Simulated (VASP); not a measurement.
Runs of VASP 6.6.1 on HfH3. The structure is that of space group I4/mmm (No. 139), or close to it. The cells are those of the table. 

```tsv
task	level	potentials or basis	cell	cutoff (eV)	gap on the mesh (eV)	pressure (GPa)	relaxed volume (Å³/atom)
relaxation of cell and atoms	PBEsol+D3(BJ)	VASP PAW PBE potentials, release 64 (Hf_pv, H)	relaxed from a = 3.724 Å, angles 131.6, 131.6, 70.9°, 4 atoms	600	none	-0.1	(a)
single point	BLYP+D3(BJ)	VASP PAW PBE potentials, release 64 (Hf_pv, H)	a = 3.659 Å, angles 131.0, 131.0, 71.7°, 4 atoms	520	none	(b)	-
relaxation of cell and atoms	LDA	VASP PAW LDA potentials, release 64 (Hf_pv, H)	relaxed from a = 3.724 Å, angles 131.6, 131.6, 70.9°, 4 atoms	600	none	0.0	6.66
single point	PBEsol+D3(BJ)	VASP PAW PBE potentials, release 64 (Hf_pv, H)	a = 3.601 Å, angles 130.4, 130.4, 72.8°, 4 atoms	520	none	-1.0	-
relaxation of cell and atoms	BLYP+D3(BJ)	VASP PAW PBE potentials, release 64 (Hf_pv, H)	relaxed from a = 3.724 Å, angles 131.6, 131.6, 70.9°, 4 atoms	600	none	0.1	6.79
single point	LDA	VASP PAW LDA potentials, release 64 (Hf_pv, H)	a = 3.617 Å, angles 130.6, 130.6, 72.5°, 4 atoms	520	none	-0.5	-
```

Alike in all rows: no spin polarisation; k mesh 12 × 12 × 12; smearing methfessel-paxton 0.1 eV.

Task: Fill in the values left out.

Result: (a) 6.59; (b) -0.8.

Caveats: spin-orbit coupling is left out, which moves the levels of the heavy elements; an odd number of electrons without spin polarisation forces a metal; a magnetic or distorted state may lie lower; the PAW data sets were made with another functional, which shifts forces and pressure a little (at least some runs).

A k mesh can miss the band edges, and the runs leave out spin-orbit coupling on Hf.

A gap of «none» marks levels without a gap at the run's occupations.
